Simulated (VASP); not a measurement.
Set up this calculation in VASP 6.6.1, as the native input.

```yaml
Task: single point
Functional: PBE
Potentials_or_basis: VASP PAW PBE potentials, release 64 (Sn_d)
Cutoff: 520 eV
k_mesh: 6 × 6 × 2
Occupations: fermi-dirac, width 0.02 eV
Spin: no spin polarisation
Dipole_correction: no
Further_INCAR_settings: ALGO = Normal; EDIFF = 1e-06; NBANDS = 66
```

The structure of Sn lies in POSCAR:

```
Sn
1.0
    4.6438456357      0.0000000000      0.0000000000
   -2.3219228179      4.0216882918      0.0000000000
    0.0000000000      0.0000000000     15.1702589444
Sn
8
Direct
    0.0000000000      0.0000000000      0.0002440793
    0.3333333333      0.6666666667      0.2495577081
    0.0000000000      0.0000000000      0.5002440793
    0.6666666667      0.3333333333      0.7495577081
    0.0000000000      0.0000000000      0.1872559207
    0.3333333333      0.6666666667      0.4379422919
    0.0000000000      0.0000000000      0.6872559207
    0.6666666667      0.3333333333      0.9379422919
```

These files were run (other wordings do the same):

INCAR

```
PREC     = Accurate       # precision mode
ENCUT    = 520            # plane-wave cutoff, eV
EDIFF    = 1E-6           # SCF threshold, eV
ISMEAR   = -1             # smearing method
SIGMA    = 0.02           # smearing width, eV
LREAL    = False          # projectors in reciprocal space
LASPH    = True           # aspherical terms in the spheres
NELM     = 100            # most SCF steps
ALGO     = Normal         # electronic algorithm
ISIF     = 2              # what is computed and relaxed
LWAVE    = False          # write WAVECAR
LCHARG   = True           # write CHGCAR
GGA      = PE             # functional
LELF     = True           # ELF
LVHAR    = True         
NBANDS   = 66             # bands
```

KPOINTS

```
Automatic mesh
0
Gamma
  6 6 2
```

Potentials or basis: VASP PAW PBE potentials, release 64 (Sn_d).

Launch:

```sh
$ cat potpaw_PBE.64/Sn_d/POTCAR > POTCAR
$ mpirun -np 1 vasp_std > vasp.out
```

Results of the run:

| Item | Value |
| --- | --- |
| Pressure | 1.5 GPa |
| Largest force | 0.030 eV/Å |
| Band gap on the k mesh | zero (band 56 reaches 5.34 eV, above the bottom of band 57 at 5.21 eV) |

Caveat: spin-orbit coupling is left out, which moves the levels of the heavy elements.

It took 3.4 min on 1 thread of AMD EPYC 9R45 96-Core Processor (Zen 5), on a shared host, peak memory 0.45 GiB.
